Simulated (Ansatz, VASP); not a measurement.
# TePb: VASP beside Ansatz

```
CELL_PARAMETERS angstrom
0.00000 3.20534 3.20534
3.20534 0.00000 3.20534
3.20534 3.20534 0.00000
ATOMIC_POSITIONS crystal
Te 0.50000 0.50000 0.50000
Pb 0.00000 0.00000 0.00000
```

Change from the starting cell: volume scaled by 0.98.

Alike in both runs: task single point; functional PBEsol; k mesh 10 × 10 × 10; occupations fermi-dirac, width 0.03 eV; no spin polarisation.

|  | VASP | Ansatz |
| --- | --- | --- |
| version | VASP 6.6.1 | Ansatz 0.2.0 |
| potentials or method | VASP PAW PBE potentials, release 64 (Te, Pb_d), cutoff 520 eV | all-electron LAPW, scalar-relativistic |

```csv
,VASP,Ansatz,Ansatz less VASP
pressure (GPa),0.7,0.7,+0.04
```

VASP's potentials were made for PBE, not for PBEsol. Ansatz ran all-electron here, and VASP with PAW potentials.

Neither program's run includes spin-orbit coupling.
